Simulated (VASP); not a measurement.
# HfO2 (P-3m1) in VASP: further runs, part 2 of 2

VASP 6.6.1.

## Step 4: Single point, r2SCAN (the distance across one plane changed)

The input, POSCAR:

```
HfO2
1.0
    2.5291609878     -2.5291609878      0.0000000000
    2.5291609878      0.0000000000     -2.5291609878
    6.7903727832      6.7903727832      6.7903727832
Hf O
3 6
Direct
    0.0000000000      0.0000000000      0.6207836820
    0.3333333333      0.3333333333      0.3724751754
    0.6666666667      0.6666666667      0.1241666687
    0.6666666667      0.6666666667      0.3103980487
    1.0000000000      0.0000000000      0.0620895421
    0.3333333333      0.3333333333      0.5587065553
    0.6666666667      0.6666666667      0.6828608086
    1.0000000000      0.0000000000      0.4345523020
    0.3333333333      0.3333333333      0.1862437954
```

The input, INCAR.step1:

```
SYSTEM = HfO2
ALGO = Normal ; EDIFF = 1E-4
ENCUT = 520 ; GGA = PE
ISMEAR = 0 ; LASPH = .TRUE.
LCHARG = .FALSE. ; LREAL = .FALSE.
LWAVE = .TRUE. ; NBANDS = 43
NELM = 100 ; PREC = Accurate
SIGMA = 0.05
```

The input, INCAR.step2:

```
SYSTEM = HfO2
ALGO = Normal ; EDIFF = 1E-6
ENCUT = 520 ; ISIF = 2
ISMEAR = 0 ; ISTART = 1
LASPH = .TRUE. ; LCHARG = .FALSE.
LMIXTAU = .TRUE. ; LREAL = .FALSE.
LWAVE = .FALSE. ; METAGGA = R2SCAN
NBANDS = 43 ; NELM = 100
PREC = Accurate ; SIGMA = 0.05
```

The input, KPOINTS:

```
k-points
0
G
  7 7 3
  0 0 0
```

Run with:

```console
$ cat potpaw_PBE.64/Hf_pv/POTCAR potpaw_PBE.64/O/POTCAR > POTCAR
$ cp INCAR.step1 INCAR
$ mpirun -np 1 vasp_std > vasp.out
$ cp INCAR.step2 INCAR
$ mpirun -np 1 vasp_std > vasp.out
```

It took 15 min on 1 thread of Intel Xeon 8259CL, shared host; peak memory 0.33 GiB.

It converged, with:

| Quantity | Value |
| --- | --- |
| Free energy | -203.9856 eV |
| Pressure | -10.1 GPa |
| Largest force | 1.109 eV/Å |
| Band gap on the k mesh | 4.76 eV (least direct gap 4.81 eV) |

Forces in eV/Å, atoms in the order of the input:
```
Hf  -0.640 -0.640 -0.640
Hf   0.000  0.000  0.000
Hf   0.640  0.640  0.640
O   -0.251 -0.251 -0.251
O   -0.318 -0.318 -0.318
O   -0.185 -0.185 -0.185
O    0.318  0.318  0.318
O    0.251  0.251  0.251
O    0.185  0.185  0.185
```

Stress tensor (GPa, compression positive):
```
-10.08   2.75   2.75
  2.75 -10.08   2.75
  2.75   2.75 -10.08
```

Levels at points of the mesh, in eV from the valence-band top:
| k point | band 30 | band 31 | band 32 | band 33 | band 34 | band 35 | band 36 | band 37 |
| --- | --- | --- | --- | --- | --- | --- | --- | --- |
| (0.00, 0.00, 0.00) | -0.65 | -0.65 | -0.36 | -0.36 | 4.76 | 4.76 | 4.88 | 5.11 |

Caveat: the cell differs from its parent crystal (the distance across one plane changed); the cell stands under tension; the PAW data sets were made with another functional, which shifts forces and pressure a little; spin-orbit coupling is left out, which moves the levels of the heavy elements; an odd mesh through Γ misses points on the zone boundary, where band edges can lie.

## Step 5: Single point, r2SCAN (the distance across one plane changed)

The input, POSCAR:

```
HfO2
1.0
    2.5291609878     -2.5291609878      0.0000000000
    2.5291609878      0.0000000000     -2.5291609878
    7.6563981870      7.6563981870      7.6563981870
Hf O
3 6
Direct
    0.0000000000      0.0000000000      0.5505660123
    0.3333333333      0.3333333333      0.3303440118
    0.6666666667      0.6666666667      0.1101220113
    0.6666666667      0.6666666667      0.2752885117
    1.0000000000      0.0000000000      0.0550665112
    0.3333333333      0.3333333333      0.4955105122
    0.6666666667      0.6666666667      0.6056215124
    1.0000000000      0.0000000000      0.3853995119
    0.3333333333      0.3333333333      0.1651775115
```

INCAR.step1: that of step 4 with these lines changed.

```diff
@@ -6,3 +6,3 @@
 LWAVE = .TRUE. ; NBANDS = 43
-NELM = 100 ; PREC = Accurate
+NELM = 60 ; PREC = Accurate
 SIGMA = 0.05
```

INCAR.step2: that of step 4 with these lines changed.

```diff
@@ -7,3 +7,3 @@
 LWAVE = .FALSE. ; METAGGA = R2SCAN
-NBANDS = 43 ; NELM = 100
+NBANDS = 43 ; NELM = 60
 PREC = Accurate ; SIGMA = 0.05
```

KPOINTS is that of step 4.

Run with:

```console
$ cat potpaw_PBE.64/Hf_pv/POTCAR potpaw_PBE.64/O/POTCAR > POTCAR
$ cp INCAR.step1 INCAR
$ mpirun -np 1 vasp_std > vasp.out
$ cp INCAR.step2 INCAR
$ mpirun -np 1 vasp_std > vasp.out
```

Run time: 15 min. Hardware: 1 thread of Intel Xeon 8259CL, shared host; peak memory 0.35 GiB.

Results (log left out):

- Free energy: -203.9707 eV
- Pressure: -8.9 GPa
- Largest force: 1.134 eV/Å
- Band gap on the k mesh: 4.76 eV (least direct gap 4.81 eV)

Forces in eV/Å, atoms in the order of the input:
```
Hf  -0.655 -0.655 -0.655
Hf   0.000  0.000  0.000
Hf   0.655  0.655  0.655
O   -0.250 -0.250 -0.250
O   -0.314 -0.314 -0.314
O   -0.184 -0.184 -0.184
O    0.314  0.314  0.314
O    0.250  0.250  0.250
O    0.184  0.184  0.184
```

Stress tensor (GPa, compression positive):
```
-8.92  2.50  2.50
 2.50 -8.92  2.50
 2.50  2.50 -8.92
```

Levels at points of the mesh, in eV from the valence-band top:
```
           k point  band 31  band 32  band 33  band 34  band 35  band 36
(0.00, 0.00, 0.00)    -0.64    -0.36    -0.36     4.76     4.76     5.05
```

Caveat: the cell differs from its parent crystal (the distance across one plane changed); the cell stands under tension; the PAW data sets were made with another functional, which shifts forces and pressure a little; spin-orbit coupling is left out, which moves the levels of the heavy elements; an odd mesh through Γ misses points on the zone boundary, where band edges can lie.

## Step 6: Single point, r2SCAN (the distance across one plane changed)

The input, POSCAR:

```
HfO2
1.0
    2.5291609878     -2.5291609878      0.0000000000
    2.5291609878      0.0000000000     -2.5291609878
    8.5224235907      8.5224235907      8.5224235907
Hf O
3 6
Direct
    0.0000000000      0.0000000000      0.4946189982
    0.3333333333      0.3333333333      0.2967753558
    0.6666666667      0.6666666667      0.0989317134
    0.6666666667      0.6666666667      0.2473144452
    1.0000000000      0.0000000000      0.0494708028
    0.3333333333      0.3333333333      0.4451580876
    0.6666666667      0.6666666667      0.5440799088
    1.0000000000      0.0000000000      0.3462362664
    0.3333333333      0.3333333333      0.1483926240
```

The input, INCAR.step1:

```
SYSTEM = HfO2
PREC = Accurate
ENCUT = 520
ISMEAR = 0
SIGMA = 0.05
LREAL = .FALSE.
LASPH = .TRUE.
NELM = 100
NBANDS = 43
GGA = PE
ALGO = Normal
EDIFF = 1E-4
LWAVE = .TRUE.
LCHARG = .FALSE.
```

The input, INCAR.step2:

```
SYSTEM = HfO2
PREC = Accurate
ENCUT = 520
EDIFF = 1E-6
ISMEAR = 0
SIGMA = 0.05
LREAL = .FALSE.
LASPH = .TRUE.
NELM = 100
ALGO = Normal
ISIF = 2
LWAVE = .FALSE.
LCHARG = .TRUE.
METAGGA = R2SCAN
LMIXTAU = .TRUE.
LELF = .TRUE.
LVHAR = .TRUE.
NBANDS = 43
ISTART = 1
```

The input, KPOINTS:

```
regular mesh
0
G
  7 7 3
  0 0 0
```

Potentials or basis: VASP PAW PBE potentials, release 64 (Hf_pv, O).

Run with:

```console
$ cat potpaw_PBE.64/Hf_pv/POTCAR potpaw_PBE.64/O/POTCAR > POTCAR
$ cp INCAR.step1 INCAR
$ mpirun -np 1 vasp_std > vasp.out
$ cp INCAR.step2 INCAR
$ mpirun -np 1 vasp_std > vasp.out
```

Run time: 23 min. Hardware: 1 thread of Intel Xeon 8259CL, shared host; peak memory 0.38 GiB.

It converged, with:

| Quantity | Value |
| --- | --- |
| Free energy | -203.9705 eV |
| Pressure | -8.0 GPa |
| Largest force | 1.137 eV/Å |
| Band gap on the k mesh | 4.76 eV (least direct gap 4.81 eV) |

Forces on the atoms (eV/Å):
```
Hf  -0.656 -0.656 -0.656
Hf   0.000  0.000  0.000
Hf   0.656  0.656  0.656
O   -0.250 -0.250 -0.250
O   -0.315 -0.315 -0.315
O   -0.186 -0.186 -0.186
O    0.315  0.315  0.315
O    0.250  0.250  0.250
O    0.186  0.186  0.186
```

Stress tensor (GPa, compression positive):
```
-8.01  2.25  2.25
 2.25 -8.01  2.25
 2.25  2.25 -8.01
```

Levels at points of the mesh, in eV from the valence-band top:
```tsv
k point	band 29	band 30	band 31	band 32	band 33	band 34	band 35	band 36	band 37	band 38
(0.00, 0.00, 0.00)	-0.92	-0.64	-0.64	-0.36	-0.36	4.76	4.76	5.11	5.11	5.19
```

Caveat: the cell differs from its parent crystal (the distance across one plane changed); the cell stands under tension; the PAW data sets were made with another functional, which shifts forces and pressure a little; spin-orbit coupling is left out, which moves the levels of the heavy elements; an odd mesh through Γ misses points on the zone boundary, where band edges can lie.

## Step 7: Overview

```tsv
cell	gap on the mesh (eV)	pressure (GPa)	largest force (eV/Å)
a = 3.577, b = 3.577, c = 10.261 Å, angles 90.0, 90.0, 60.0°, 9 atoms	4.72	-11.6	0.86
a = 3.577, b = 3.577, c = 10.761 Å, angles 90.0, 90.0, 60.0°, 9 atoms	4.74	-11.1	1.01
a = 3.577, b = 3.577, c = 11.761 Å, angles 90.0, 90.0, 60.0°, 9 atoms	4.76	-10.1	1.11
a = 3.577, b = 3.577, c = 13.261 Å, angles 90.0, 90.0, 60.0°, 9 atoms	4.76	-8.9	1.13
a = 3.577, b = 3.577, c = 14.761 Å, angles 90.0, 90.0, 60.0°, 9 atoms	4.76	-8.0	1.14
```

Alike in all rows: task single point; level r2SCAN; potentials or basis VASP PAW PBE potentials, release 64 (Hf_pv, O); no spin polarisation; k mesh 7 × 7 × 3; cutoff (eV) 520; smearing gaussian 0.05 eV.

Caveats: the cell stands under tension; the PAW data sets were made with another functional, which shifts forces and pressure a little; spin-orbit coupling is left out, which moves the levels of the heavy elements; an odd mesh through Γ misses points on the zone boundary, where band edges can lie.

Absolute energies hang on the potentials; compare differences alone.
